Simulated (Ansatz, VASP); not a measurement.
**One calculation of GaCuSe2, two programs**

Contents of INCAR:

```
SYSTEM = GaCuSe2
PREC     = Accurate       ! precision mode
ENCUT    = 520            ! plane-wave cutoff, eV
EDIFF    = 1E-6           ! SCF threshold, eV
ISMEAR   = -1             ! smearing method
SIGMA    = 0.02           ! smearing width, eV
LREAL    = .False.        ! projectors in reciprocal space
LASPH    = .True.         ! aspherical terms in the spheres
NELM     = 100            ! most SCF steps
ALGO     = Normal         ! electronic algorithm
ISIF     = 2              ! what is computed and relaxed
LWAVE    = .False.        ! write WAVECAR
LCHARG   = .False.        ! write CHGCAR
GGA      = PE             ! functional
NBANDS   = 26             ! bands
```

Contents of KPOINTS:

```
Automatic mesh
0
Gamma
  8 8 6
  0 0 0
```

Contents of POSCAR:

```
GaCuSe2
1.0
    3.7295628207      0.0000000000      0.0000000000
    0.0000000000      3.7295628207      0.0000000000
    0.0000000000      0.0000000000      5.2545477339
Cu Se Ga
1 2 1
Direct
    0.0000000000      0.0000000000      0.0000000000
    0.0000000000      0.0000000000      0.5000000000
    0.5000000000      0.5000000000      0.0000000000
    0.5000000000      0.5000000000      0.5000000000
```

Input for Ansatz:

```yaml
crystal:
  lattice:
    - [3.7295628207, 0.0, 0.0]
    - [0.0, 3.7295628207, 0.0]
    - [0.0, 0.0, 5.2545477339]
  atoms:
    - { symbol: Cu, position: [0.0, 0.0, 0.0] }
    - { symbol: Se, position: [0.0, 0.0, 0.5] }
    - { symbol: Ga, position: [0.5, 0.5, 0.5] }
    - { symbol: Se, position: [0.5, 0.5, 0.0] }
kpoints:
  mp_grid: { grid: [8, 8, 6] }
  band_path:
    path:
      - [[0.0, 0.0, 0.0], [0.0, 0.5, 0.0], [0.5, 0.5, 0.0], [0.0, 0.0, 0.0], [0.0, 0.0, 0.5], [0.0, 0.5, 0.5], [0.5, 0.5, 0.5], [0.0, 0.0, 0.5]]
      - [[0.0, 0.5, 0.0], [0.0, 0.5, 0.5]]
      - [[0.5, 0.5, 0.0], [0.5, 0.5, 0.5]]
    npoints: 10
hamiltonian:
  xc: pbe
scf:
  occupations: { method: fermi_dirac, width: 0.02 }
  n_extra_bands: 5
output:
  forces: true
  stress: true
  eigenvalues: true
  write_density: true
  write_potential: true
  elf: true
  volumetric_format: npy
```

Alike in both runs: task single point; functional PBE; k mesh 8 × 8 × 6; occupations fermi-dirac, width 0.02 eV; no spin polarisation.

|  | VASP | Ansatz |
| --- | --- | --- |
| version | VASP 6.6.1 | Ansatz 0.2.0 |
| potentials or method | VASP PAW PBE potentials, release 64 (Cu, Se, Ga_d) | plane waves, PAW |
| plane-wave cutoff (eV) | 520 | 420 |
| valence electrons in the cell | 36 | 64 |

VASP gave:

| Property | Result |
| --- | --- |
| pressure (GPa) | 2.6 |

Task: Which values does Ansatz return?

Result: Pressure (GPa): 2.4.

VASP's potentials hold 36 valence electrons a cell and Ansatz's 64, so a difference there can come from the potentials and not from the codes.
